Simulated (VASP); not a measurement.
# BrRb in VASP: further runs, part 2 of 2

VASP 6.6.1. Earlier steps stand in the parts before.

### 4 Relaxation of the atoms, LDA (atoms moved at random)

File INCAR:

```
GGA = CA
ISMEAR = 0
SIGMA = 0.03
LWAVE = F
LCHARG = F
ISIF = 0
NSW = 120
PREC = Accurate
LASPH = T
LREAL = F
ALGO = Normal
EDIFF = 1E-7
NELM = 120
GGA_COMPAT = F
IBRION = 2
EDIFFG = -0.002
NELMIN = 4
ENCUT = 550
EFERMI = MIDGAP
NELMDL = -8
```

File KPOINTS:

```
k-points
0
Gamma
  1 1 1
```

File POSCAR:

```
RbBr
1.0
    9.0000000000      0.0000000000      0.0000000000
    0.0000000000      9.0000000000      0.0000000000
    0.0000000000      0.0000000000     12.0000000000
Br Rb
1 1
Direct
    0.5076710000      0.5008940000      0.3751320000
    0.5025630000      0.5013110000      0.6198360000
```

Potentials or basis: VASP PAW LDA potentials, release 64 (Br, Rb_sv).

Command:

```bash
$ cat potpaw_LDA.64/Br/POTCAR potpaw_LDA.64/Rb_sv/POTCAR > POTCAR
$ mpirun -np 1 vasp_gam > vasp.out
```

OUTCAR:

```text
GGA = CA
   ISMEAR = 0
   ISIF = 0
   NSW = 120
   PREC = Accurate
   LASPH = T
   LREAL = F
   EDIFF = 1E-7
   NELM = 120
   IBRION = 2
   EDIFFG = -0.002
   NELMIN = 4
   ENCUT = 550
   EFERMI = MIDGAP
   NELMDL = -8

 ion  position               nearest neighbor table
   1  0.508  0.501  0.375-   2 2.94
   2  0.503  0.501  0.620-   1 2.94

  LATTYP: Found a simple tetragonal cell.
 ALAT       =     9.0000000000
 C/A-ratio  =     1.3333333333

  Lattice vectors:

 A1 = (   9.0000000000,   0.0000000000,   0.0000000000)
 A2 = (   0.0000000000,   9.0000000000,   0.0000000000)
 A3 = (   0.0000000000,   0.0000000000,  12.0000000000)

Analysis of symmetry for initial positions (statically):
=====================================================================
 Subroutine PRICEL returns:
 Original cell was already a primitive cell.

 Routine SETGRP: Setting up the symmetry group for a
 simple tetragonal supercell.

 Subroutine GETGRP returns: Found  1 space group operations
 (whereof  1 operations were pure point group operations)
 out of a pool of 16 trial point group operations.

The static configuration has the point symmetry C_1 .

Analysis of symmetry for dynamics (positions and initial velocities):
=====================================================================
 Subroutine PRICEL returns:
 Original cell was already a primitive cell.

 Routine SETGRP: Setting up the symmetry group for a
 simple tetragonal supercell.

 Subroutine GETGRP returns: Found  1 space group operations
 (whereof  1 operations were pure point group operations)
 out of a pool of 16 trial point group operations.

The dynamic configuration has the point symmetry C_1 .

 Subroutine INISYM returns: Found  1 space group operations
 (whereof  1 operations are pure point group operations),
 and found     1 'primitive' translations

[... 80 lines left out ...]

   SCALEE = 1.0000    scale energy and forces
   PSTRESS=    0.0 pullay stress
   NELECT =      16.0000    total number of electrons
   NUPDOWN=      -1.0000    fix difference up-down
   EMIN   =  10.00;   EMAX   =-10.00  energy-range for DOS
   EFERMI =   0.00;   METHOD = MIDGAP
   ISMEAR =     0;   SIGMA  =   0.03  broadening in eV -4-tet -1-fermi 0-gaus
   EFERMI_NEDOS =   21; number of points for ismear=-14 and -15
   IALGO  =     38    algorithm
   IMIX   =      4    mixing-type and parameters
     AMIX     =   0.40;   BMIX     =  1.00
     AMIX_MAG =   1.60;   BMIX_MAG =  1.00
  volume/ion in A,a.u.               =     486.00      3279.69
  Fermi-wavevector in a.u.,A,eV,Ry     =   0.416447  0.786970  2.359629  0.173428
  Thomas-Fermi vector in A             =   1.376048
   LORBIT       =      0    0 simple, 1 ext, 2 COOP (PROOUT), +10 PAW based schemes
   GGA     = CA    functional components
   LHFCALC =     F    Hartree Fock is set to
   AEXX    =    0.0000 exact exchange contribution
   IVDW    =     0    specifies the selected vdW correction
   LEPSILON=     F    determine dielectric tensor
   LRPA    =     F    only Hartree local field effects (RPA)

   CSHIFT  =0.1000    complex shift for real part using Kramers Kronig

   OMEGAMAX=  -1.0    maximum frequency
 conjugate gradient relaxation of ions
 non-spin polarized calculation
 Gauss-broadening in eV      SIGMA  =   0.03
  energy-cutoff  :      550.00
  volume of cell :      972.00
 maximum number of plane-waves:     14233
 NGX is ok and might be reduce to    70
   NGX = 35   NGY = 35   NGZ = 45

--------------------------------------- Ionic step        1  -------------------------------------------

 number of electron      16.0000001 magnetization

 Free energy of the ion-electron system (eV)
  ---------------------------------------------------
  ext. energy  EPLUGINS =         0.00000000
  ---------------------------------------------------
  free energy    TOTEN  =        -4.55453126 eV

  energy without entropy =       -4.55453126  energy(sigma->0) =       -4.55453126

------------------------ aborting loop because EDIFF is reached ----------------------------------------

 VOLUME and BASIS-vectors are now :
 -----------------------------------------------------------------------------
  energy-cutoff  :      550.00
  volume of cell :      972.00
      direct lattice vectors                 reciprocal lattice vectors
     9.000000000  0.000000000  0.000000000     0.111111111  0.000000000  0.000000000
     0.000000000  9.000000000  0.000000000     0.000000000  0.111111111  0.000000000
     0.000000000  0.000000000 12.000000000     0.000000000  0.000000000  0.083333333
[... 42 lines left out ...]
--------------------------------------- Ionic step        3  -------------------------------------------

 number of electron      16.0000001 magnetization

 Free energy of the ion-electron system (eV)
  ---------------------------------------------------
  ext. energy  EPLUGINS =         0.00000000
  ---------------------------------------------------
  free energy    TOTEN  =        -4.55837972 eV

  energy without entropy =       -4.55837972  energy(sigma->0) =       -4.55837972

 E-fermi :  -3.0095     XC(G=0):  -1.2540

 val. band max:       -4.5288208985   @ k =   0.0000   0.0000   0.0000
 cond. band min:      -1.4900840190   @ k =   0.0000   0.0000   0.0000
 fundamental gap:      3.0387368794
 Fermi energy:        -3.0094524588

 k-point     1 :       0.0000    0.0000    0.0000
  band No.  band energies     occupation
      1     -31.6297      2.00000
      2     -16.6971      2.00000
      3     -15.8320      2.00000
      4     -15.8320      2.00000
      5     -15.3639      2.00000
      6      -4.7409      2.00000
      7      -4.5288      2.00000
      8      -4.5288      2.00000
      9      -1.4901      0.00000
     10       0.2275      0.00000
     11       0.5601      0.00000
     12       0.5737      0.00000
[... 19 lines left out ...]
  FREE ENERGIE OF THE ION-ELECTRON SYSTEM (eV)
  ---------------------------------------------------
  free  energy   TOTEN  =        -4.5583797188 eV

  energy  without entropy=       -4.5583797188  energy(sigma->0) =       -4.55837972

 reached required accuracy - stopping structural energy minimisation
```

CONTCAR:

```text
RbBr
   1.00000000000000
     9.0000000000000000    0.0000000000000000    0.0000000000000000
     0.0000000000000000    9.0000000000000000    0.0000000000000000
     0.0000000000000000    0.0000000000000000   12.0000000000000000
  Br              Rb
     1     1
Direct
     0.5076536084189424    0.5008941983638283    0.3768951887809754
     0.5025803915810617    0.5013108016361753    0.6180728112190247

  0.00000000E+00  0.00000000E+00  0.00000000E+00
  0.00000000E+00  0.00000000E+00  0.00000000E+00
```

Wall time 1.8 min (1 thread of Intel Xeon Platinum 8375C at 2.90GHz (Ice Lake), shared host); peak memory 0.64 GiB.

What came out:

| Item | Value |
| --- | --- |
| Free energy | -4.5584 eV |
| Energy gained by relaxing | 1.9 meV/atom |
| Ionic steps | 3 |
| Gap between the frontier levels | 3.04 eV |

The path:
| step | energy change (eV) | largest force (eV/Å) |
| --- | --- | --- |
| 1 | 0.0000 | 0.1773 |
| 2 | -0.0025 | 0.1089 |
| 3 | -0.0038 | 0.0015 |

Final structure:
```
CELL_PARAMETERS angstrom
9.00000 0.00000 0.00000
0.00000 9.00000 0.00000
0.00000 0.00000 12.00000
ATOMIC_POSITIONS crystal
Br 0.50765 0.50089 0.37690
Rb 0.50258 0.50131 0.61807
```

Caveat: the cell differs from its parent crystal (atoms moved at random).

### 5 Overview

| task | level | potentials or basis | cell | cutoff (eV) | purpose | gap on the mesh (eV) |
| --- | --- | --- | --- | --- | --- | --- |
| single point | AM05 | VASP PAW PBE potentials, release 64 (Br, Rb_sv) | as given, atomic positions A | 400 | a run that is hard to end | 2.23 |
| relaxation of the atoms | LDA | VASP PAW LDA potentials, release 64 (Br, Rb_sv) | atoms relaxed, atomic positions B | 290 | geometry | 3.04 |
| relaxation of the atoms | LDA | VASP PAW LDA potentials, release 64 (Br, Rb_sv) | atoms relaxed, atomic positions B | 550 | geometry | 3.04 |

Alike in all rows: no spin polarisation; k mesh 1 × 1 × 1; smearing gaussian 0.03 eV.

Caveats: the PAW data sets were made with another functional, which shifts forces and pressure a little (at least some runs).

Total energies depend on the potentials used, so only differences within one code and one set of settings carry meaning.
